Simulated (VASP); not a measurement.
# TaN (C2/m) in VASP: further runs

Runs on TaN. Level: PBE. Tasks: single point.

Everything below comes from runs of VASP 6.6.1. Logs are shortened: lines on timing, memory, paths and dates and some standing lists are left out, and cuts for length are marked.

## Step 1: The cell of the first run

The structure is monoclinic, space group C2/m (No. 12). Conventional cell: a = 4.422 Å, b = 4.416 Å, c = 3.009 Å, α = 90.00°, β = 131.34°, γ = 90.00°. Within 3.4 Å of Ta (site symmetry 2/m) lie 6 N at 2.21 to 2.27 Å and 12 Ta at 3.01 to 3.32 Å. Within 3.4 Å of N (site symmetry 2/m) lie 6 Ta at 2.21 to 2.27 Å and 12 N at 3.01 to 3.32 Å.

## Step 2: Single point, PBE (engineering shear strain xz -0.1000, normal strain along z +0.0267)

INCAR

```
PREC     = Accurate       # precision mode
ENCUT    = 520            # plane-wave cutoff, eV
EDIFF    = 1E-6           # SCF threshold, eV
ISMEAR   = 0              # smearing method
SIGMA    = 0.15           # smearing width, eV
LREAL    = False          # projectors in reciprocal space
LASPH    = True           # aspherical terms in the spheres
NELM     = 80             # most SCF steps
ALGO     = Normal         # electronic algorithm
ISIF     = 2              # what is computed and relaxed
LWAVE    = False          # write WAVECAR
LCHARG   = False          # write CHGCAR
GGA      = PE             # functional
NBANDS   = 15             # bands
```

KPOINTS

```
Automatic mesh
0
Gamma
  18 18 18
```

POSCAR

```
TaN
1.0
   -0.1104056128      2.2081122570      2.2670688543
    2.0977066441      0.0000000000      2.1566632414
    2.2081122570      2.2081122570     -0.1104056128
Ta N
1 1
Direct
    0.5000000000      0.5000000000      0.5000000000
    0.0000000000      0.0000000000      0.0000000000
```

Potentials or basis: VASP PAW PBE potentials, release 64 (Ta_pv, N).

Command:

```sh
cat potpaw_PBE.64/Ta_pv/POTCAR potpaw_PBE.64/N/POTCAR > POTCAR
mpirun -np 1 vasp_std > vasp.out
```

OUTCAR:

```text
PREC = Accurate
   ENCUT = 520
   EDIFF = 1E-6
   ISMEAR = 0
   LREAL = False
   LASPH = True
   NELM = 80
   ISIF = 2
   GGA = PE

 ion  position               nearest neighbor table
   1  0.500  0.500  0.500-   2 2.21   2 2.21   2 2.21   2 2.21   2 2.27   2 2.27
   2  0.000  0.000  0.000-   1 2.21   1 2.21   1 2.21   1 2.21   1 2.27   1 2.27

  LATTYP: Found a base centered monoclinic cell.
 ALAT       =     4.4217413487
 B/A-ratio  =     0.9987523389
 C/A-ratio  =     0.6804067454
 COS(beta)  =    -0.6605737758

  Lattice vectors:

 A1 = (  -2.2081122569,   2.2081122570,   0.1104056129)
 A2 = (  -2.2081122570,  -2.2081122570,   0.1104056128)
 A3 = (   2.0977066441,   0.0000000000,   2.1566632414)

Analysis of symmetry for initial positions (statically):
=====================================================================
 Subroutine PRICEL returns:
 Original cell was already a primitive cell.

 Routine SETGRP: Setting up the symmetry group for a
 base centered monoclinic supercell.

 Subroutine GETGRP returns: Found  4 space group operations
 (whereof  4 operations were pure point group operations)
 out of a pool of  4 trial point group operations.

The static configuration has the point symmetry C_2h.

Analysis of symmetry for dynamics (positions and initial velocities):
=====================================================================
 Subroutine PRICEL returns:
 Original cell was already a primitive cell.

 Routine SETGRP: Setting up the symmetry group for a
 base centered monoclinic supercell.

 Subroutine GETGRP returns: Found  4 space group operations
 (whereof  4 operations were pure point group operations)
 out of a pool of  4 trial point group operations.

The dynamic configuration has the point symmetry C_2h.

 Subroutine INISYM returns: Found  4 space group operations
 (whereof  4 operations are pure point group operations),
 and found     1 'primitive' translations

----------------------------------------------------------------------------------------

                                     Primitive cell

  volume of cell :      22.0535

  direct lattice vectors                    reciprocal lattice vectors
    -0.110405613  2.208112257  2.267068854    -0.215936109  0.226437763  0.210033074
     2.097706644  0.000000000  2.156663241     0.238044854 -0.226437763  0.232141819
     2.208112257  2.208112257 -0.110405613     0.215936109  0.226437763 -0.210033074

  length of vectors
     3.166630753  3.008582640  3.124693405     0.376850575  0.402280048  0.376850575

  position of ions in fractional coordinates (direct lattice)
     0.500000000  0.500000000  0.500000000
     0.000000000  0.000000000  0.000000000

  ion indices of the primitive-cell ions
   primitive index   ion index
                 1           1
                 2           2

----------------------------------------------------------------------------------------

 KPOINTS: Automatic mesh

Automatic generation of k-mesh.
 Grid dimensions read from file:
 generate k-points for:   18   18   18

 Generating k-lattice:

  Cartesian coordinates                     Fractional coordinates (reciprocal lattice)
    -0.011996451  0.012579876  0.011668504     0.055555556  0.000000000  0.000000000
     0.013224714 -0.012579876  0.012896768     0.000000000  0.055555556 -0.000000000
     0.011996451  0.012579876 -0.011668504    -0.000000000  0.000000000  0.055555556

  Length of vectors
     0.020936143  0.022348892  0.020936143

  Shift w.r.t. Gamma in fractional coordinates (k-lattice)
     0.000000000  0.000000000  0.000000000

 Subroutine IBZKPT returns following result:
 ===========================================

 Found   1550 irreducible k-points:

 Following reciprocal coordinates:
            Coordinates               Weight
  0.000000  0.000000  0.000000      1.000000
  0.055556  0.000000  0.000000      4.000000
  0.111111  0.000000  0.000000      4.000000
  0.166667  0.000000  0.000000      4.000000
  0.222222  0.000000  0.000000      4.000000
  0.277778  0.000000  0.000000      4.000000
[... 16 lines left out ...]
 -0.333333  0.055556  0.000000      4.000000
 -0.277778  0.055556 -0.000000      4.000000
 [... further k-points ...]
   k-points           NKPTS =   1550   k-points in BZ     NKDIM =   1550   number of bands    NBANDS=     15
   number of dos      NEDOS =    301   number of ions     NIONS =      2
   total plane-waves  NPLWV =  13824
   dimension x,y,z NGX =    24 NGY =   24 NGZ =   24
   dimension x,y,z NGXF=    48 NGYF=   48 NGZF=   48
   ions per type =               1   1
   NGX,Y,Z   is equivalent  to a cutoff of  12.60, 13.26, 12.77 a.u.
   NGXF,Y,Z  is equivalent  to a cutoff of  25.20, 26.52, 25.54 a.u.
 SYSTEM =  unknown system
   PREC   = accura    normal or accurate (medium, high low for compatibility)
   ISTART =      0    job   : 0-new  1-cont  2-samecut
   ICHARG =      2    charge: 1-file 2-atom 10-const
   ISPIN  =      1    spin polarized calculation?
   LNONCOLLINEAR =      F non collinear calculations
   LSORBIT =      F    spin-orbit coupling
   LASPH  =      T    aspherical Exc in radial PAW
   ENCUT  =  520.0 eV  38.22 Ry    6.18 a.u.   5.89  5.59  5.81*2*pi/ulx,y,z
   NELM   =     80;   NELMIN=  2; NELMDL= -5     # of ELM steps
   EDIFF  = 0.1E-05   stopping-criterion for ELM
   LREAL  =      F    real-space projection
   EDIFFG = 0.1E-04   stopping-criterion for IOM
   NSW    =      0    number of steps for IOM
   IBRION =     -1    ionic relax: 0-MD 1-quasi-New 2-CG
   NFREE  =      0    steps in history (QN), initial steepest desc. (CG)
   ISIF   =      2    stress and relaxation
   ISYM   =      2    0-nonsym 1-usesym 2-fastsym
   POTIM  = 0.5000    time-step for ionic-motion
   TEBEG  =    0.0;   TEEND  =   0.0 temperature during run
   PSTRESS=    0.0 pullay stress
   NELECT =      16.0000    total number of electrons
   NUPDOWN=      -1.0000    fix difference up-down
   EMIN   =  10.00;   EMAX   =-10.00  energy-range for DOS
   EFERMI =   0.00;   METHOD = LEGACY
   ISMEAR =     0;   SIGMA  =   0.15  broadening in eV -4-tet -1-fermi 0-gaus
   EFERMI_NEDOS =   21; number of points for ismear=-14 and -15
   IALGO  =     38    algorithm
   IMIX   =      4    mixing-type and parameters
     AMIX     =   0.40;   BMIX     =  1.00
     AMIX_MAG =   1.60;   BMIX_MAG =  1.00
  volume/ion in A,a.u.               =      11.03        74.41
  Fermi-wavevector in a.u.,A,eV,Ry     =   1.471032  2.779847 29.442121  2.163935
  Thomas-Fermi vector in A             =   2.586217
   LORBIT       =      0    0 simple, 1 ext, 2 COOP (PROOUT), +10 PAW based schemes
   GGA     = PE    functional components
   LHFCALC =     F    Hartree Fock is set to
   AEXX    =    0.0000 exact exchange contribution
   IVDW    =     0    specifies the selected vdW correction
   LEPSILON=     F    determine dielectric tensor
   LRPA    =     F    only Hartree local field effects (RPA)
 non-spin polarized calculation
 Gauss-broadening in eV      SIGMA  =   0.15
  energy-cutoff  :      520.00
  volume of cell :       22.05
 maximum number of plane-waves:       612
   NGX = 11   NGY = 11   NGZ = 11

 number of electron      15.9999999 magnetization

 Free energy of the ion-electron system (eV)
  ---------------------------------------------------
  ext. energy  EPLUGINS =         0.00000000
  ---------------------------------------------------
  free energy    TOTEN  =       -21.77617395 eV

  energy without entropy =      -21.76628673  energy(sigma->0) =      -21.77123034

 E-fermi :   9.0532     XC(G=0): -13.2353

 val. band max:        9.0526897384   @ k =  -0.0000   0.3333  -0.0000
 cond. band min:       9.0532631069   @ k =  -0.3333  -0.1111   0.2222
 fundamental gap:      0.0005733685
 Fermi energy:         9.0531781201

 k-point     1 :       0.0000    0.0000    0.0000
  band No.  band energies     occupation
      1     -26.8097      2.00000
      2     -26.7383      2.00000
      3     -26.6053      2.00000
      4      -9.4133      2.00000
      5       5.1902      2.00000
      6       5.4331      2.00000
      7       5.7541      2.00000
      8       6.3619      2.00000
      9       6.8980      2.00000
     10       7.8748      2.00000
     11       9.0701      0.87338
     12       9.4359      0.00031
     13      10.6888      0.00000
     14      18.6308      0.00000
     15      21.4006      0.00000

 k-point     2 :       0.0556    0.0000    0.0000
  band No.  band energies     occupation
      1     -26.8240      2.00000
      2     -26.7468      2.00000
      3     -26.6078      2.00000
      4      -9.3465      2.00000
      5       4.7641      2.00000
      6       5.0950      2.00000
      7       5.5264      2.00000
      8       6.6323      2.00000
      9       7.1182      2.00000
     10       7.9809      2.00000
     11       9.3129      0.01433
     12       9.7155      0.00000
     13      10.8832      0.00000
     14      18.8099      0.00000
     15      21.4005      0.00000

 k-point     3 :       0.1111    0.0000    0.0000
  band No.  band energies     occupation
      1     -26.8761      2.00000
      2     -26.7598      2.00000
      3     -26.6148      2.00000
      4      -9.1513      2.00000
      5       3.8898      2.00000
      6       4.4986      2.00000
      7       5.0179      2.00000
      8       7.0274      2.00000
      9       7.5103      2.00000
     10       8.2405      2.00000
     11       9.9459      0.00000
     12      10.4324      0.00000
     13      11.4214      0.00000
     14      19.3137      0.00000
     15      21.4002      0.00000
[... 343 lines left out ...]
 k-point    23 :      -0.3333    0.0556    0.0000
  band No.  band energies     occupation
      1     -27.3421      2.00000
      2     -26.7906      2.00000
      3     -26.6838      2.00000
      4      -7.3495      2.00000
      5       0.0074      2.00000
      6       2.1738      2.00000
      7       2.9480      2.00000
      8       8.8047      1.98084
      9       9.5926      0.00000
     10      10.8338      0.00000
     11      12.9244      0.00000
     12      14.6511      0.00000
     13      15.4382      0.00000
     14      20.0524      0.00000
     15      21.4120      0.00000

 k-point    24 :      -0.2778    0.0556   -0.0000
  band No.  band energies     occupation
      1     -27.2425      2.00000
      2     -26.7861      2.00000
      3     -26.6724      2.00000
      4      -7.7847      2.00000
      5       0.7259      2.00000
      6       2.5136      2.00000
      7       3.2958      2.00000
      8       8.4531      2.00000
      9       8.9240      1.77684
     10      10.2267      0.00000
     11      12.0762      0.00000
     12      14.3312      0.00000
     13      14.5306      0.00000
     14      20.5772      0.00000
     15      21.4121      0.00000

 [... further k-points ...]

------------------------ aborting loop because EDIFF is reached ----------------------------------------

  FORCE on cell =-STRESS in cart. coord.  units (eV):
  Direction    XX          YY          ZZ          XY          YZ          ZX
  --------------------------------------------------------------------------------------
  -------------------------------------------------------------------------------------
  Total       -0.0734530     -0.5763752     -1.7099569     -0.0000000     -0.0000000      0.6154475
  in kB       -5.3363205    -41.8733476   -124.2274376     -0.0000000     -0.0000000     44.7119290
  external PRESSURE =     -57.1457019 kB  Pullay stress =       0.0000000 kB

 VOLUME and BASIS-vectors are now :
 -----------------------------------------------------------------------------
  energy-cutoff  :      520.00
  volume of cell :       22.05
      direct lattice vectors                 reciprocal lattice vectors
    -0.110405613  2.208112257  2.267068854    -0.215936109  0.226437763  0.210033074
     2.097706644  0.000000000  2.156663241     0.238044854 -0.226437763  0.232141819
     2.208112257  2.208112257 -0.110405613     0.215936109  0.226437763 -0.210033074

 POSITION                                       TOTAL-FORCE (eV/Angst)
 -----------------------------------------------------------------------------------
      2.09771      2.20811      2.15666         0.000000     -0.000000     -0.000000
      0.00000      0.00000      0.00000        -0.000000      0.000000      0.000000
 -----------------------------------------------------------------------------------
    total drift:                                0.000000     -0.000000     -0.000000

  FREE ENERGIE OF THE ION-ELECTRON SYSTEM (eV)
  ---------------------------------------------------
  free  energy   TOTEN  =       -21.7761739463 eV

  energy  without entropy=      -21.7662867323  energy(sigma->0) =      -21.77123034
```

Run time: 2 min. Hardware: 1 thread of Intel Xeon 6975P-C (Granite Rapids), shared host; peak memory 0.58 GiB.

Results:

* Free energy: -21.7762 eV
* Pressure: -5.7 GPa
* Band gap on the k mesh: zero (bands 8 and 9 overlap by 3.70 eV)

Levels at points of the mesh, in eV from the Fermi level:
```tsv
k point	band 4	band 5	band 6	band 7	band 8	band 9	band 10	band 11	band 12	band 13
(0.00, 0.00, 0.00)	-18.47	-3.86	-3.62	-3.30	-2.69	-2.16	-1.18	0.02	0.38	1.64
(0.50, 0.00, 0.00)	-15.76	-10.04	-7.27	-6.51	0.45	2.18	2.33	4.04	6.44	7.35
(0.00, 0.50, 0.00)	-15.54	-9.92	-7.78	-7.16	1.46	1.72	3.29	3.65	7.14	7.67
(0.50, 0.50, 0.00)	-17.20	-6.65	-5.11	-4.37	-4.36	1.83	3.30	3.30	4.01	6.90
(0.50, 0.00, 0.50)	-17.23	-6.40	-5.18	-4.87	-4.02	2.14	3.26	3.60	4.32	6.55
(0.00, 0.50, 0.50)	-17.17	-6.40	-5.15	-4.52	-4.44	1.65	3.30	3.50	4.22	6.97
```

Caveat: the cell differs from its parent crystal (engineering shear strain xz -0.1000, normal strain along z +0.0267); the cell stands under tension; spin-orbit coupling is left out, which moves the levels of the heavy elements.

## Step 3: Single point, PBE (engineering shear strain xz -0.2000, normal strain along z +0.0400)

INCAR

```
SYSTEM = TaN
  PREC = Accurate
  ENCUT = 520
  EDIFF = 1E-6
  ISMEAR = 0
  SIGMA = 0.15
  LREAL = .FALSE.
  LASPH = .TRUE.
  NELM = 60
  ALGO = Normal
  ISIF = 2
  LWAVE = .FALSE.
  LCHARG = .TRUE.
  GGA = PE
  LELF = .TRUE.
  LVHAR = .TRUE.
  NBANDS = 15
```

KPOINTS

```
Automatic mesh
0
G
  18 18 18
  0 0 0
```

POSCAR

```
TaN
1.0
   -0.2208112257      2.2081122570      2.2964367473
    1.9873010313      0.0000000000      2.0756255216
    2.2081122570      2.2081122570     -0.2208112257
Ta N
1 1
Direct
    0.5000000000      0.5000000000      0.5000000000
    0.0000000000      0.0000000000      0.0000000000
```

Potentials or basis: VASP PAW PBE potentials, release 64 (Ta_pv, N).

Command:

```sh
cat potpaw_PBE.64/Ta_pv/POTCAR potpaw_PBE.64/N/POTCAR > POTCAR
mpirun -np 1 vasp_std > vasp.out
```

It took 2.1 min on 1 thread of Intel Xeon 6975P-C (Granite Rapids), shared host; peak memory 0.59 GiB.

The run converged. Its results:

```
Free energy            : -21.6959 eV
Pressure               : -6.2 GPa
Band gap on the k mesh : zero (bands 8 and 9 overlap by 3.89 eV)
```

Stress tensor (GPa, compression positive):
```
  3.51   0.00   5.58
  0.00  -9.36   0.00
  5.58   0.00 -12.76
```

Levels at points of the mesh, in eV from the Fermi level:
| k point | band 6 | band 7 | band 8 | band 9 | band 10 | band 11 |
| --- | --- | --- | --- | --- | --- | --- |
| (0.00, 0.00, 0.00) | -3.35 | -3.01 | -2.50 | -2.50 | -0.07 | 0.64 |
| (0.50, 0.00, 0.00) | -6.95 | -5.30 | -0.52 | 2.64 | 2.95 | 4.63 |
| (0.00, 0.50, 0.00) | -7.78 | -6.71 | 1.24 | 1.83 | 3.92 | 4.89 |
| (0.50, 0.50, 0.00) | -4.77 | -3.98 | -3.93 | 1.58 | 3.23 | 3.28 |
| (0.50, 0.00, 0.50) | -4.92 | -4.86 | -3.12 | 2.65 | 3.49 | 3.95 |
| (0.00, 0.50, 0.50) | -4.84 | -4.17 | -4.07 | 1.04 | 3.57 | 3.62 |

Caveat: the cell differs from its parent crystal (engineering shear strain xz -0.2000, normal strain along z +0.0400); the cell stands under tension; spin-orbit coupling is left out, which moves the levels of the heavy elements.
